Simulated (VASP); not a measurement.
# LiRu12 (a cell with a defect) in VASP: single point with PBE

Aim: the single point of LiRu12 (a cell with a defect) with PBE.

All numbers are computed with VASP 6.6.1; they aren't measurements. Logs are shortened: lines on timing, memory, paths and dates and some standing lists are left out, and cuts for length are marked.

## Step 1: The cell of the first run

The cell holds a defect, 13 atoms: a = 5.400 Å, b = 8.100 Å, c = 4.277 Å, α = 90.00°, β = 90.00°, γ = 120.00°.

## Step 2: Single point, PBE

Contents of INCAR:

```
PREC = Accurate ; ENCUT = 650
EDIFF = 1E-6 ; ISMEAR = 0
SIGMA = 0.15 ; LREAL = F
LASPH = T ; NELM = 120
ALGO = Normal ; ISIF = 2
LWAVE = F ; LCHARG = T
GGA = PE ; LELF = T
LVHAR = T ; NBANDS = 98
GGA_COMPAT = F
```

Contents of KPOINTS:

```
regular mesh
0
Gamma
  4 3 4
```

Contents of POSCAR:

```
LiRu12
1.0
    5.4000000000      0.0000000000      0.0000000000
   -4.0500000000      7.0148060000      0.0000000000
    0.0000000000      0.0000000000      4.2768000000
Ru Li
12 1
Direct
   -0.0420383560     -0.0002333635      0.0011012907
    0.1400817773      0.2221991599      0.5010718294
    0.0010036107      0.3283781476      0.0010669192
    0.1619845842      0.5638508036      0.5011185933
    0.0633130792      0.7310142290      0.0011246727
    0.1657448957      0.9062682560      0.5011076038
    0.5091811682      0.0175845205      0.0010694912
    0.6604521639      0.2331512803      0.5010816498
    0.4162186786      0.2913550282      0.0010879630
    0.6583647667      0.5620105531      0.5011258418
    0.4979452460      0.6678415625      0.0011176581
    0.6455325727      0.8885920723      0.5011033951
    0.7933772648      0.4791165999      1.0010811822
```

Potentials or basis: VASP PAW PBE potentials, release 64 (Ru_pv, Li_sv).

Run with:

```
$ cat potpaw_PBE.64/Ru_pv/POTCAR potpaw_PBE.64/Li_sv/POTCAR > POTCAR
$ mpirun -np 1 vasp_std > vasp.out
```

OUTCAR:

```text
PREC = Accurate
   ENCUT = 650
   EDIFF = 1E-6
   ISMEAR = 0
   LREAL = F
   LASPH = T
   NELM = 120
   ISIF = 2
   GGA = PE

 ion  position               nearest neighbor table
   1  0.958  1.000  0.001-   9 2.42   7 2.50   5 2.51   3 2.55  12 2.59  12 2.59  11 2.59   2 2.65
                             2 2.65   6 2.69   6 2.69   7 2.91
   2  0.140  0.222  0.501-   9 2.50   9 2.51   3 2.55   3 2.55   6 2.63   8 2.64   1 2.65   1 2.65
                            12 2.69   4 2.71   8 2.77  10 2.78
   3  0.001  0.328  0.001-  13 2.03   9 2.41   1 2.55   2 2.55   2 2.55   7 2.59   8 2.67   8 2.67
                             4 2.70   4 2.70  11 2.72   9 3.02   5 3.11
   4  0.162  0.564  0.501-  12 2.62  11 2.65  11 2.65  10 2.69   8 2.69   3 2.70   3 2.70   2 2.71
                            10 2.71   5 2.72   5 2.72   6 2.76  13 2.76  13 2.76
   5  0.063  0.731  0.001-  13 1.82   7 2.37   6 2.47   6 2.47   1 2.51  11 2.64   4 2.72   4 2.72
                            11 2.83  10 2.87  10 2.87   3 3.11
   6  0.166  0.906  0.501-   5 2.47   5 2.47   2 2.63   8 2.66  12 2.67   7 2.67   7 2.67   1 2.69
                             1 2.69  12 2.74   4 2.76  10 2.76
   7  0.509  0.018  0.001-   5 2.37   1 2.50   9 2.51   3 2.59   8 2.62   8 2.62  12 2.64  12 2.64
                             6 2.67   6 2.67  11 2.80   1 2.91
   8  0.660  0.233  0.501-   7 2.62   7 2.62   2 2.64   6 2.66  10 2.67   3 2.67   3 2.67   9 2.68
                             9 2.68   4 2.69  12 2.75  13 2.76  13 2.76   2 2.77
   9  0.416  0.291  0.001-  13 1.83   3 2.41   1 2.42   2 2.50   2 2.51   7 2.51   8 2.68   8 2.68
                            11 2.85  10 2.87  10 2.87   3 3.02
  10  0.658  0.562  0.501-  13 2.46  13 2.46  11 2.61  11 2.61   8 2.67  12 2.68   4 2.69   4 2.71
                             6 2.76   2 2.78   9 2.87   9 2.87   5 2.87   5 2.87
  11  0.498  0.668  0.001-   1 2.59  10 2.61  10 2.61   5 2.64  12 2.64  12 2.64   4 2.65   4 2.65
                            13 2.71   3 2.72   7 2.80   5 2.83   9 2.85
  12  0.646  0.889  0.501-   1 2.59   1 2.59   4 2.62   7 2.64   7 2.64  11 2.64  11 2.64   6 2.67
                            10 2.68   2 2.69   6 2.74   8 2.75
  13  0.793  0.479  0.001-   5 1.82   9 1.83   3 2.03  10 2.46  10 2.46  11 2.71   8 2.76   8 2.76
                             4 2.76   4 2.76

  LATTYP: Found a simple monoclinic cell.
 ALAT       =     5.4000000000
 B/A-ratio  =     0.7920000000
 C/A-ratio  =     1.3228756972
 COS(beta)  =    -0.1889822305

  Lattice vectors:

 A1 = (   5.4000000000,   0.0000000000,   0.0000000000)
 A2 = (   0.0000000000,   0.0000000000,   4.2768000000)
 A3 = (  -1.3500000000,  -7.0148060000,   0.0000000000)

Analysis of symmetry for initial positions (statically):
=====================================================================
 Subroutine PRICEL returns:
 Original cell was already a primitive cell.

 Routine SETGRP: Setting up the symmetry group for a
 simple monoclinic supercell.

 Subroutine GETGRP returns: Found  1 space group operations
 (whereof  1 operations were pure point group operations)
 out of a pool of  4 trial point group operations.

The static configuration has the point symmetry C_1 .

Analysis of symmetry for dynamics (positions and initial velocities):
=====================================================================
 Subroutine PRICEL returns:
 Original cell was already a primitive cell.

 Routine SETGRP: Setting up the symmetry group for a
 simple monoclinic supercell.

 Subroutine GETGRP returns: Found  1 space group operations
 (whereof  1 operations were pure point group operations)
 out of a pool of  4 trial point group operations.

The dynamic configuration has the point symmetry C_1 .

 Subroutine INISYM returns: Found  1 space group operations
 (whereof  1 operations are pure point group operations),
 and found     1 'primitive' translations

----------------------------------------------------------------------------------------

                                     Primitive cell

  volume of cell :     162.0050

  direct lattice vectors                    reciprocal lattice vectors
     5.400000000  0.000000000  0.000000000     0.185185185  0.106916713  0.000000000
    -4.050000000  7.014806000  0.000000000     0.000000000  0.142555617  0.000000000
     0.000000000  0.000000000  4.276800000     0.000000000  0.000000000  0.233819678

  length of vectors
     5.400000000  8.100000199  4.276800000     0.213833431  0.142555617  0.233819678

  position of ions in fractional coordinates (direct lattice)
     0.957961644  0.999766636  0.001101291
     0.140081777  0.222199160  0.501071829
     0.001003611  0.328378148  0.001066919
     0.161984584  0.563850804  0.501118593
     0.063313079  0.731014229  0.001124673
     0.165744896  0.906268256  0.501107604
     0.509181168  0.017584521  0.001069491
     0.660452164  0.233151280  0.501081650
     0.416218679  0.291355028  0.001087963
     0.658364767  0.562010553  0.501125842
     0.497945246  0.667841563  0.001117658
     0.645532573  0.888592072  0.501103395
     0.793377265  0.479116600  0.001081182

  ion indices of the primitive-cell ions
   primitive index   ion index
                 1           1
                 2           2
                 3           3
                 4           4
                 5           5
                 6           6
                 7           7
                 8           8
                 9           9
                10          10
                11          11
                12          12
                13          13

----------------------------------------------------------------------------------------

 KPOINTS: regular mesh

Automatic generation of k-mesh.
 Grid dimensions read from file:
 generate k-points for:    4    3    4

 Generating k-lattice:

  Cartesian coordinates                     Fractional coordinates (reciprocal lattice)
     0.046296296  0.026729178  0.000000000     0.250000000 -0.000000000  0.000000000
     0.000000000  0.047518539  0.000000000     0.000000000  0.333333333  0.000000000
     0.000000000  0.000000000  0.058454920     0.000000000  0.000000000  0.250000000

  Length of vectors
     0.053458358  0.047518539  0.058454920

  Shift w.r.t. Gamma in fractional coordinates (k-lattice)
     0.000000000  0.000000000  0.000000000

 Subroutine IBZKPT returns following result:
 ===========================================

 Found     26 irreducible k-points:

 Following reciprocal coordinates:
            Coordinates               Weight
  0.000000  0.000000  0.000000      1.000000
  0.250000  0.000000  0.000000      2.000000
  0.500000  0.000000  0.000000      1.000000
  0.000000  0.333333  0.000000      2.000000
  0.250000  0.333333  0.000000      2.000000
  0.500000  0.333333  0.000000      2.000000
[... 16 lines left out ...]
  0.000000  0.333333  0.500000      2.000000
  0.250000  0.333333  0.500000      2.000000
 [... further k-points ...]
   k-points           NKPTS =     26   k-points in BZ     NKDIM =     26   number of bands    NBANDS=     98
   number of dos      NEDOS =    301   number of ions     NIONS =     13
   total plane-waves  NPLWV = 120960
   dimension x,y,z NGX =    48 NGY =   70 NGZ =   36
   dimension x,y,z NGXF=    96 NGYF=  140 NGZF=   72
   ions per type =              12   1
   NGX,Y,Z   is equivalent  to a cutoff of  14.78, 14.37, 13.99 a.u.
   NGXF,Y,Z  is equivalent  to a cutoff of  29.55, 28.73, 27.99 a.u.
 SYSTEM =  unknown system
   PREC   = accura    normal or accurate (medium, high low for compatibility)
   ISTART =      0    job   : 0-new  1-cont  2-samecut
   ICHARG =      2    charge: 1-file 2-atom 10-const
   ISPIN  =      1    spin polarized calculation?
   LNONCOLLINEAR =      F non collinear calculations
   LSORBIT =      F    spin-orbit coupling
   LASPH  =      T    aspherical Exc in radial PAW
   ENCUT  =  650.0 eV  47.77 Ry    6.91 a.u.  11.23 16.84  8.89*2*pi/ulx,y,z
   NELM   =    120;   NELMIN=  2; NELMDL= -5     # of ELM steps
   EDIFF  = 0.1E-05   stopping-criterion for ELM
   LREAL  =      F    real-space projection
   EDIFFG = 0.1E-04   stopping-criterion for IOM
   NSW    =      0    number of steps for IOM
   IBRION =     -1    ionic relax: 0-MD 1-quasi-New 2-CG
   NFREE  =      0    steps in history (QN), initial steepest desc. (CG)
   ISIF   =      2    stress and relaxation
   ISYM   =      2    0-nonsym 1-usesym 2-fastsym
   POTIM  = 0.5000    time-step for ionic-motion
   TEBEG  =    0.0;   TEEND  =   0.0 temperature during run
   PSTRESS=    0.0 pullay stress
   NELECT =     171.0000    total number of electrons
   NUPDOWN=      -1.0000    fix difference up-down
   EMIN   =  10.00;   EMAX   =-10.00  energy-range for DOS
   EFERMI =   0.00;   METHOD = LEGACY
   ISMEAR =     0;   SIGMA  =   0.15  broadening in eV -4-tet -1-fermi 0-gaus
   EFERMI_NEDOS =   21; number of points for ismear=-14 and -15
   IALGO  =     38    algorithm
   IMIX   =      4    mixing-type and parameters
     AMIX     =   0.40;   BMIX     =  1.00
     AMIX_MAG =   1.60;   BMIX_MAG =  1.00
  volume/ion in A,a.u.               =      12.46        84.10
  Fermi-wavevector in a.u.,A,eV,Ry     =   1.666853  3.149896 37.802432  2.778400
  Thomas-Fermi vector in A             =   2.752977
   LORBIT       =      0    0 simple, 1 ext, 2 COOP (PROOUT), +10 PAW based schemes
   GGA     = PE    functional components
   LHFCALC =     F    Hartree Fock is set to
   AEXX    =    0.0000 exact exchange contribution
   IVDW    =     0    specifies the selected vdW correction
   LEPSILON=     F    determine dielectric tensor
   LRPA    =     F    only Hartree local field effects (RPA)
 non-spin polarized calculation
 Gauss-broadening in eV      SIGMA  =   0.15
  energy-cutoff  :      650.00
  volume of cell :      162.00
 maximum number of plane-waves:      6124
 NGX is ok and might be reduce to    48
   NGX = 23   NGY = 33   NGZ = 17

 number of electron     170.9999998 magnetization

 Free energy of the ion-electron system (eV)
  ---------------------------------------------------
  ext. energy  EPLUGINS =         0.00000000
  ---------------------------------------------------
  free energy    TOTEN  =      -106.28961219 eV

  energy without entropy =     -106.19635570  energy(sigma->0) =     -106.24298394

 E-fermi :  13.4146     XC(G=0): -14.2366

 val. band max:       13.4008550597   @ k =   0.0000   0.0000   0.2500
 cond. band min:      13.4195446265   @ k =   0.0000  -0.3333   0.2500
 fundamental gap:      0.0186895668
 Fermi energy:        13.4145660678

 k-point     1 :       0.0000    0.0000    0.0000
  band No.  band energies     occupation
      1     -33.0989      2.00000
      2     -30.4741      2.00000
      3     -30.4616      2.00000
      4     -30.3512      2.00000
      5     -30.3104      2.00000
      6     -30.1984      2.00000
[... 89 lines left out ...]
     96      14.9151      0.00000
     97      15.0083      0.00000

 k-point     2 :       0.2500    0.0000    0.0000
  band No.  band energies     occupation
      1     -33.0911      2.00000
      2     -30.4607      2.00000
      3     -30.4178      2.00000
      4     -30.3149      2.00000
      5     -30.2769      2.00000
      6     -30.2098      2.00000
[... 2189 lines left out ...]
     96      14.8421      0.00000
     97      14.8721      0.00000

 k-point    24 :       0.2500    0.3333    0.5000
  band No.  band energies     occupation
      1     -33.0971      2.00000
      2     -30.5794      2.00000
      3     -30.4533      2.00000
      4     -30.3801      2.00000
      5     -30.2495      2.00000
      6     -30.2097      2.00000
[... 89 lines left out ...]
     96      14.8144      0.00000
     97      14.9003      0.00000

 [... further k-points ...]

 [bands above 97 left out]

------------------------ aborting loop because EDIFF is reached ----------------------------------------

  FORCE on cell =-STRESS in cart. coord.  units (eV):
  Direction    XX          YY          ZZ          XY          YZ          ZX
  --------------------------------------------------------------------------------------
  -------------------------------------------------------------------------------------
  Total       33.9242817     40.8653839     16.3808014      7.6873078      0.0019523     -0.0011740
  in kB      335.5002727    404.1455488    162.0008749     76.0250099      0.0193075     -0.0116107
  external PRESSURE =     300.5488988 kB  Pullay stress =       0.0000000 kB

 VOLUME and BASIS-vectors are now :
 -----------------------------------------------------------------------------
  energy-cutoff  :      650.00
  volume of cell :      162.00
      direct lattice vectors                 reciprocal lattice vectors
     5.400000000  0.000000000  0.000000000     0.185185185  0.106916713  0.000000000
    -4.050000000  7.014806000  0.000000000     0.000000000  0.142555617  0.000000000
     0.000000000  0.000000000  4.276800000     0.000000000  0.000000000  0.233819678

 POSITION                                       TOTAL-FORCE (eV/Angst)
 -----------------------------------------------------------------------------------
      1.12394      7.01317      0.00471         0.007781     -0.016850      0.000113
     -0.14347      1.55868      2.14298         0.000108      0.011745      0.000875
     -1.32451      2.30351      0.00456        -0.003374      0.015389      0.001264
     -1.40888      3.95530      2.14318        -0.013396     -0.012101     -0.000971
     -2.61872      5.12792      0.00481         0.041379      0.106123     -0.000778
     -2.77536      6.35730      2.14314        -0.004548      0.003924      0.000758
      2.67836      0.12335      0.00457         0.005924      0.012606      0.000901
      2.62218      1.63551      2.14303        -0.004149      0.017104     -0.000088
      1.06759      2.04380      0.00465        -0.091378     -0.108445     -0.000358
      1.27903      3.94239      2.14322         0.002052     -0.002715     -0.001396
     -0.01585      4.68478      0.00478        -0.001180     -0.008419     -0.000300
     -0.11292      6.23330      2.14312        -0.002660     -0.010010     -0.000529
      2.34382      3.36091      0.00462         0.063442     -0.008351      0.000507
 -----------------------------------------------------------------------------------
    total drift:                               -0.000504      0.000243     -0.000250

  FREE ENERGIE OF THE ION-ELECTRON SYSTEM (eV)
  ---------------------------------------------------
  free  energy   TOTEN  =      -106.2896121868 eV

  energy  without entropy=     -106.1963556953  energy(sigma->0) =     -106.24298394
```

It took 25 min on 1 thread of Intel Xeon Platinum 8175M at 2.50GHz (Skylake/Cascade Lake), shared host; peak memory 0.57 GiB.

What came out:

```yaml
Free_energy: -106.2896 eV
Pressure: 30.1 GPa
Largest_force: 0.142 eV/Å
Band_gap_on_the_k_mesh: zero (an odd number of electrons rules out a gap without spin polarisation)
```

Forces on the atoms (eV/Å):
```
Ru   0.008 -0.017  0.000
Ru   0.000  0.012  0.001
Ru  -0.003  0.015  0.001
Ru  -0.013 -0.012 -0.001
Ru   0.041  0.106 -0.001
Ru  -0.005  0.004  0.001
Ru   0.006  0.013  0.001
Ru  -0.004  0.017  0.000
Ru  -0.091 -0.108  0.000
Ru   0.002 -0.003 -0.001
Ru  -0.001 -0.008  0.000
Ru  -0.003 -0.010 -0.001
Li   0.063 -0.008  0.001
```

Caveat: the k points lie up to 0.37 Å⁻¹ apart, too coarse for converged energies and pressures of a metal; atoms lie so close that the PAW spheres overlap strongly, which falsifies energies and pressures.
